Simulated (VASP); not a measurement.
Wanted: the native input for a VASP 6.6.1 run.

```
Task                   : single point
Functional             : LDA
Potentials or basis    : VASP PAW LDA potentials, release 64 (Hf_pv)
Cutoff                 : 520 eV
k mesh                 : 15 × 15 × 1
Occupations            : fermi-dirac, width 0.1 eV
Spin                   : no spin polarisation
Dipole correction      : yes
Electric field (eV/Å)  : -0.1 eV/Å
Further INCAR settings : ALGO = Normal; EDIFF = 1e-06; NBANDS = 28; EFIELD = -0.1
```

The structure of Hf lies in POSCAR:

```
Hf
1.0
    3.1173710845      0.0000000000      0.0000000000
   -1.5586855422      2.6997225522      0.0000000000
    0.0000000000      0.0000000000     23.4244000000
Hf
4
Direct
    0.8333333333      0.1666666667      0.3458000782
    0.1666666667      0.8333333333      0.4447828621
    0.8333333333      0.1666666667      0.5552171380
    0.1666666667      0.8333333333      0.6541999217
```

One way to write it, as run:

INCAR

```
SYSTEM = Hf
  ALGO = Normal
  DIPOL = 0.5 0.5 0.500
  EDIFF = 1E-6
  EFIELD = -0.1
  ENCUT = 520
  IDIPOL = 3
  ISIF = 2
  ISMEAR = -1
  LASPH = .TRUE.
  LCHARG = .FALSE.
  LDIPOL = .TRUE.
  LREAL = .FALSE.
  LWAVE = .FALSE.
  NBANDS = 28
  NELM = 100
  PREC = Accurate
  SIGMA = 0.1
```

KPOINTS

```
k-points
0
G
  15 15 1
  0 0 0
```

Potentials or basis: VASP PAW LDA potentials, release 64 (Hf_pv).

Run with:

```bash
$ cat potpaw_LDA.64/Hf_pv/POTCAR > POTCAR
$ mpirun -np 1 vasp_std > vasp.out
```

Results of the run:

| Quantity | Value |
| --- | --- |
| Largest force | 0.023 eV/Å |
| Band gap on the k mesh | zero (bands 20 and 21 overlap by 1.69 eV) |

Caveat: spin-orbit coupling is left out, which moves the levels of the heavy elements.

Wall time 8.4 min on 1 thread of Intel(R) Xeon(R) Platinum 8488C (Sapphire Rapids), on a shared host, peak memory 0.3 GiB.
